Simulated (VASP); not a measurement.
# GaS (P6_3/mmc) in VASP: a series of runs

Aim: see how the results for GaS move with the level of theory and the settings. Levels: optB86b-vdW, PBE+D2, PBE+TS. Tasks: relaxation of cell and atoms, single point.

All numbers are computed with VASP 6.6.1; they aren't measurements. Logs are shortened: lines on timing, memory, paths and dates and some standing lists are left out, and cuts for length are marked.

**What was measured.**

“Vapor-liquid-solid growth of highly-mismatched semiconductor nanowires with high-fidelity van der Waals layer stacking”, 2022, arxiv:2211.03366 quotes, for a bulk crystal of GaS at 300 K: band gap 2.53 eV (indirect).

How close the calculation comes is told below.

## Step 1: The cell of the first run

Symmetry: P6_3/mmc, No. 194, hexagonal system. Conventional cell: a = 3.524 Å, b = 3.524 Å, c = 15.237 Å, α = 90.00°, β = 90.00°, γ = 120.00°. Ga (site symmetry 3m) has 3 S at 2.30 Å and 1 Ga at 2.44 Å within 3.0 Å. Within 3.0 Å of S (site symmetry 3m) lie 3 Ga at 2.30 Å.

## Step 2: Relaxation of cell and atoms, optB86b-vdW (20.49 Å³/atom)

The input, POSCAR:

```
GaS
1.0
    3.5242255474      0.0000000000      0.0000000000
   -1.7621127737      3.0520688527      0.0000000000
    0.0000000000      0.0000000000     15.2372373736
Ga S
4 4
Direct
    0.6666666667      0.3333333333      0.8300000000
    0.3333333333      0.6666666667      0.3300000000
    0.6666666667      0.3333333333      0.6700000000
    0.3333333333      0.6666666667      0.1700000000
    0.6666666667      0.3333333333      0.4000000000
    0.3333333333      0.6666666667      0.9000000000
    0.6666666667      0.3333333333      0.1000000000
    0.3333333333      0.6666666667      0.6000000000
```

The input, INCAR.step1:

```
SYSTEM = GaS
AGGAC = 0.0
ALGO = Normal
EDIFF = 1E-6
EDIFFG = -0.005
EFERMI = MIDGAP
ENCUT = 430
GGA = MK
GGA_COMPAT = .FALSE.
IBRION = 2
ISIF = 3
ISMEAR = 0
KPAR = 8
LASPH = .TRUE.
LCHARG = .FALSE.
LREAL = .FALSE.
LUSE_VDW = .TRUE.
LWAVE = .FALSE.
NELM = 120
NELMIN = 4
NSW = 80
PARAM1 = 0.1234
PARAM2 = 1.0
POTIM = 0.5
PREC = Accurate
SIGMA = 0.03
```

The input, INCAR.step3:

```
SYSTEM = GaS
AGGAC = 0.0
ALGO = Normal
EDIFF = 1E-6
EFERMI = MIDGAP
ENCUT = 430
GGA = MK
GGA_COMPAT = .FALSE.
ISIF = 2
ISMEAR = 0
KPAR = 8
LASPH = .TRUE.
LCHARG = .FALSE.
LREAL = .FALSE.
LUSE_VDW = .TRUE.
LWAVE = .FALSE.
NELM = 120
PARAM1 = 0.1234
PARAM2 = 1.0
PREC = Accurate
SIGMA = 0.03
```

The input, KPOINTS:

```
Automatic mesh
0
Gamma
  6 6 2
  0 0 0
```

Potentials or basis: VASP PAW PBE potentials, release 64 (Ga_d, S).

On the command line:

```sh
> cat potpaw_PBE.64/Ga_d/POTCAR potpaw_PBE.64/S/POTCAR > POTCAR
> cp INCAR.step1 INCAR
> cp POSCAR.step1 POSCAR
> mpirun -np 8 vasp_std > vasp.out
> cp CONTCAR POSCAR
> mpirun -np 8 vasp_std > vasp.out
> cp CONTCAR POSCAR
> cp INCAR.step3 INCAR
> mpirun -np 8 vasp_std > vasp.out
```

OUTCAR:

```text
SYSTEM = GaS
   EDIFF = 1E-6
   EFERMI = MIDGAP
   ENCUT = 430
   GGA = MK
   ISIF = 2
   ISMEAR = 0
   LASPH = .TRUE.
   LREAL = .FALSE.
   NELM = 120
   PREC = Accurate

 Found     14 irreducible k-points:

 Following reciprocal coordinates:
            Coordinates               Weight
  0.000000  0.000000  0.000000      1.000000
  0.166667  0.000000  0.000000      6.000000
  0.333333  0.000000  0.000000      6.000000
  0.500000  0.000000  0.000000      3.000000
  0.166667  0.166667  0.000000      6.000000
  0.333333  0.166667  0.000000     12.000000
   k-points           NKPTS =     14   k-points in BZ     NKDIM =     14   number of bands    NBANDS=     45
   number of dos      NEDOS =    301   number of ions     NIONS =      8
   total plane-waves  NPLWV =  62208
   dimension x,y,z NGX =    24 NGY =   24 NGZ =  108
   dimension x,y,z NGXF=    48 NGYF=   48 NGZF=  216
   ions per type =               4   4
   NGX,Y,Z   is equivalent  to a cutoff of  11.10, 11.10, 11.60 a.u.
   NGXF,Y,Z  is equivalent  to a cutoff of  22.20, 22.20, 23.19 a.u.
 SYSTEM =  GaS
   PREC   = accura    normal or accurate (medium, high low for compatibility)
   ISTART =      0    job   : 0-new  1-cont  2-samecut
   ICHARG =      2    charge: 1-file 2-atom 10-const
   ISPIN  =      1    spin polarized calculation?
   LNONCOLLINEAR =      F non collinear calculations
   LSORBIT =      F    spin-orbit coupling
   LASPH  =      T    aspherical Exc in radial PAW
   ENCUT  =  430.0 eV  31.60 Ry    5.62 a.u.   6.08  6.08 26.18*2*pi/ulx,y,z
   NELM   =    120;   NELMIN=  2; NELMDL=  0     # of ELM steps
   EDIFF  = 0.1E-05   stopping-criterion for ELM
   LREAL  =      F    real-space projection
   EDIFFG = 0.1E-04   stopping-criterion for IOM
   NSW    =      0    number of steps for IOM
   IBRION =     -1    ionic relax: 0-MD 1-quasi-New 2-CG
   NFREE  =      0    steps in history (QN), initial steepest desc. (CG)
   ISIF   =      2    stress and relaxation
   ISYM   =      2    0-nonsym 1-usesym 2-fastsym
   POTIM  = 0.5000    time-step for ionic-motion
   TEBEG  =    0.0;   TEEND  =   0.0 temperature during run

   SCALEE = 1.0000    scale energy and forces
   PSTRESS=    0.0 pullay stress
   NELECT =      76.0000    total number of electrons
   NUPDOWN=      -1.0000    fix difference up-down
   EMIN   =  10.00;   EMAX   =-10.00  energy-range for DOS
   EFERMI =   0.00;   METHOD = MIDGAP
   ISMEAR =     0;   SIGMA  =   0.03  broadening in eV -4-tet -1-fermi 0-gaus
   EFERMI_NEDOS =   21; number of points for ismear=-14 and -15
   IALGO  =     38    algorithm
   IMIX   =      4    mixing-type and parameters
     AMIX     =   0.40;   BMIX     =  1.00
     AMIX_MAG =   1.60;   BMIX_MAG =  1.00
  volume/ion in A,a.u.               =      21.66       146.15
  Fermi-wavevector in a.u.,A,eV,Ry     =   1.243891  2.350613 21.051810  1.547264
  Thomas-Fermi vector in A             =   2.378182
   LORBIT       =      0    0 simple, 1 ext, 2 COOP (PROOUT), +10 PAW based schemes
   GGA     = MK    functional components
   LHFCALC =     F    Hartree Fock is set to
   AEXX    =    0.0000 exact exchange contribution
   IVDW_NL    =     1    kernel type
   BPARAM     = 6.3000
   IVDW    =     0    specifies the selected vdW correction
   LEPSILON=     F    determine dielectric tensor
   LRPA    =     F    only Hartree local field effects (RPA)

   CSHIFT  =0.1000    complex shift for real part using Kramers Kronig

   OMEGAMAX=  -1.0    maximum frequency
 non-spin polarized calculation
 Gauss-broadening in eV      SIGMA  =   0.03
  energy-cutoff  :      430.00
  volume of cell :      173.26
 maximum number of plane-waves:      3564
   NGX = 13   NGY = 13   NGZ = 53

 number of electron      75.9999990 magnetization

 Free energy of the ion-electron system (eV)
  ---------------------------------------------------
  ext. energy  EPLUGINS =         0.00000000
  ---------------------------------------------------
  free energy    TOTEN  =       -14.24880780 eV

  energy without entropy =      -14.24880780  energy(sigma->0) =      -14.24880780

 E-fermi :   4.5900     XC(G=0):  -9.5756

 val. band max:        3.8090870762   @ k =   0.0000   0.0000   0.0000
 cond. band min:       5.3709582209   @ k =   0.5000   0.0000   0.0000
 fundamental gap:      1.5618711447
 Fermi energy:         4.5900226485

 k-point     1 :       0.0000    0.0000    0.0000
  band No.  band energies     occupation
      1     -11.2085      2.00000
      2     -11.2067      2.00000
      3     -11.0823      2.00000
      4     -11.0823      2.00000
      5     -11.0820      2.00000
      6     -11.0820      2.00000
[... 37 lines left out ...]
     44       8.3997      0.00000
     45       8.5046      0.00000

 k-point     2 :       0.1667    0.0000    0.0000
  band No.  band energies     occupation
      1     -11.2329      2.00000
      2     -11.2270      2.00000
      3     -11.1346      2.00000
      4     -11.1330      2.00000
      5     -11.1301      2.00000
      6     -11.1219      2.00000
[... 37 lines left out ...]
     44       8.5188      0.00000
     45       8.8624      0.00000

 k-point     3 :       0.3333    0.0000    0.0000
  band No.  band energies     occupation
      1     -11.3099      2.00000
      2     -11.3025      2.00000
      3     -11.2341      2.00000
      4     -11.2252      2.00000
      5     -11.1442      2.00000
      6     -11.1425      2.00000
[... 37 lines left out ...]
     44       8.2948      0.00000
     45       8.5431      0.00000

 k-point     4 :       0.5000    0.0000    0.0000
  band No.  band energies     occupation
      1     -11.3432      2.00000
      2     -11.3395      2.00000
      3     -11.2682      2.00000
      4     -11.2635      2.00000
      5     -11.1407      2.00000
      6     -11.1396      2.00000
[... 37 lines left out ...]
     44       7.8330      0.00000
     45       7.8811      0.00000

 k-point     5 :       0.1667    0.1667    0.0000
  band No.  band energies     occupation
      1     -11.2870      2.00000
      2     -11.2788      2.00000
      3     -11.2112      2.00000
      4     -11.2008      2.00000
      5     -11.1457      2.00000
      6     -11.1436      2.00000
[... 37 lines left out ...]
     44       8.5019      0.00000
     45       9.0950      0.00000

 k-point     6 :       0.3333    0.1667    0.0000
  band No.  band energies     occupation
      1     -11.3326      2.00000
      2     -11.3283      2.00000
      3     -11.2619      2.00000
      4     -11.2568      2.00000
      5     -11.1407      2.00000
      6     -11.1397      2.00000
[... 37 lines left out ...]
     44       8.3669      0.00000
     45       8.6622      0.00000

 [... further k-points ...]

------------------------ aborting loop because EDIFF is reached ----------------------------------------

  FORCE on cell =-STRESS in cart. coord.  units (eV):
  Direction    XX          YY          ZZ          XY          YZ          ZX
  --------------------------------------------------------------------------------------
  -------------------------------------------------------------------------------------
  Total        0.0149545      0.0149545      0.0098829      0.0000000      0.0000000     -0.0000000
  in kB        0.1382900      0.1382900      0.0913915      0.0000000      0.0000000     -0.0000000
  external PRESSURE =       0.1226572 kB  Pullay stress =       0.0000000 kB

 VOLUME and BASIS-vectors are now :
 -----------------------------------------------------------------------------
  energy-cutoff  :      430.00
  volume of cell :      173.26
      direct lattice vectors                 reciprocal lattice vectors
     3.594700668  0.000000000  0.000000000     0.278187280  0.160611501  0.000000000
    -1.797350334  3.113102098  0.000000000     0.000000000  0.321223002  0.000000000
     0.000000000  0.000000000 15.482289510     0.000000000  0.000000000  0.064589930

 POSITION                                       TOTAL-FORCE (eV/Angst)
 -----------------------------------------------------------------------------------
      1.79735      1.03770     12.83558        -0.000000      0.000000      0.000058
     -0.00000      2.07540      5.09444         0.000000      0.000000      0.000058
      1.79735      1.03770     10.38785        -0.000000     -0.000000     -0.000058
     -0.00000      2.07540      2.64671         0.000000      0.000000     -0.000058
      1.79735      1.03770      6.18736        -0.000000     -0.000000     -0.003962
     -0.00000      2.07540     13.92851         0.000000     -0.000000     -0.003962
      1.79735      1.03770      1.55378         0.000000     -0.000000      0.003962
     -0.00000      2.07540      9.29493         0.000000      0.000000      0.003962
 -----------------------------------------------------------------------------------
    total drift:                               -0.000000      0.000000      0.000000

  FREE ENERGIE OF THE ION-ELECTRON SYSTEM (eV)
  ---------------------------------------------------
  free  energy   TOTEN  =       -14.2488077971 eV

  energy  without entropy=      -14.2488077971  energy(sigma->0) =      -14.24880780

Total vdW correction in eV:     14.6409811
```

It took 23 min on 8 MPI ranks of Intel Xeon Platinum 8559C (Emerald Rapids), shared host; peak memory 0.61 GiB.

What came out:

```yaml
Free_energy: -14.2488 eV
Relaxed_volume: 21.66 Å³/atom
Relaxed_cell: a = 3.595 Å, b = 3.595 Å, c = 15.482 Å, α = 90.00°, β = 90.00°, γ = 120.00°
Space_group_after_relaxing_to_0.1_Å: P6_3/mmc (No. 194)
Energy_gained_by_relaxing: 17.9 meV/atom
Ionic_steps: 33
Pressure_after_relaxing: 0.0 GPa
Largest_force_after_relaxing: 0.004 eV/Å
Band_gap_on_the_k_mesh: 1.56 eV (least direct gap 1.60 eV)
```

Forces on the atoms (eV/Å):
```
Ga   0.000  0.000  0.000
Ga   0.000  0.000  0.000
Ga   0.000  0.000  0.000
Ga   0.000  0.000  0.000
S    0.000  0.000 -0.004
S    0.000  0.000 -0.004
S    0.000  0.000  0.004
S    0.000  0.000  0.004
```

Step by step:
```
step  energy change (eV)  largest force (eV/Å)  pressure (GPa)  volume (Å³)
   1              0.0000                0.5236            4.36       163.89
   2             -0.0504                0.5735           -2.57       177.47
   3             -0.1270                0.1306            0.33       171.31
   4             -0.1269                0.1418            0.15       171.47
   5             -0.1300                0.0637           -0.10       172.38
   6             -0.1300                0.0580           -0.13       172.51
   7             -0.1306                0.0298            0.12       172.20
   8             -0.1306                0.0279            0.09       172.21
   9             -0.1308                0.0165            0.04       172.38
  10             -0.1308                0.0173            0.05       172.44
  11             -0.1308                0.0183            0.00       172.55
  12             -0.1309                0.0181            0.01       172.49
  13             -0.1311                0.0096           -0.01       172.65
  14             -0.1313                0.0195           -0.04       172.99
  15             -0.1315                0.0097            0.05       172.93
  16             -0.1315                0.0058            0.07       172.92
  17             -0.1315                0.0216           -0.05       173.27
  18             -0.1316                0.0092            0.01       173.09
  19             -0.1316                0.0106           -0.02       173.11
  20             -0.1316                0.0089            0.01       173.09
  21             -0.1316                0.0098            0.00       173.10
  22             -0.1316                0.0071           -0.08       173.21
  23             -0.1316                0.0073           -0.01       173.18
  24             -0.1316                0.0076           -0.01       173.19
  25             -0.1316                0.0076           -0.01       173.20
  26             -0.1316                0.0071           -0.01       173.20
  27             -0.1316                0.0070           -0.01       173.20
  28             -0.1316                0.0036            0.02       173.18
  29             -0.1431                0.0035            0.05       173.18
  30             -0.1432                0.0086           -0.22       173.34
  31             -0.1431                0.0034            0.21       173.21
  32             -0.1432                0.0051           -0.07       173.27
  33             -0.1432                0.0041            0.02       173.26
```

Final structure:
```cif
data_structure
_symmetry_space_group_name_H-M 'P 1'
_symmetry_Int_Tables_number 1
_cell_length_a 3.5947
_cell_length_b 3.5947
_cell_length_c 15.4823
_cell_angle_alpha 90.000
_cell_angle_beta 90.000
_cell_angle_gamma 120.000
_cell_volume 173.26
loop_
_atom_site_label
_atom_site_type_symbol
_atom_site_fract_x
_atom_site_fract_y
_atom_site_fract_z
_atom_site_occupancy
Ga1 Ga 0.66667 0.33333 0.82905 1
Ga2 Ga 0.33333 0.66667 0.32905 1
Ga3 Ga 0.66667 0.33333 0.67095 1
Ga4 Ga 0.33333 0.66667 0.17095 1
S1 S 0.66667 0.33333 0.39964 1
S2 S 0.33333 0.66667 0.89964 1
S3 S 0.66667 0.33333 0.10036 1
S4 S 0.33333 0.66667 0.60036 1
```

Caveat: the PAW data sets were made with another functional, which shifts forces and pressure a little. Zero-point motion and thermal expansion aren't in these numbers.

(Part 1 of 2 ends here.)
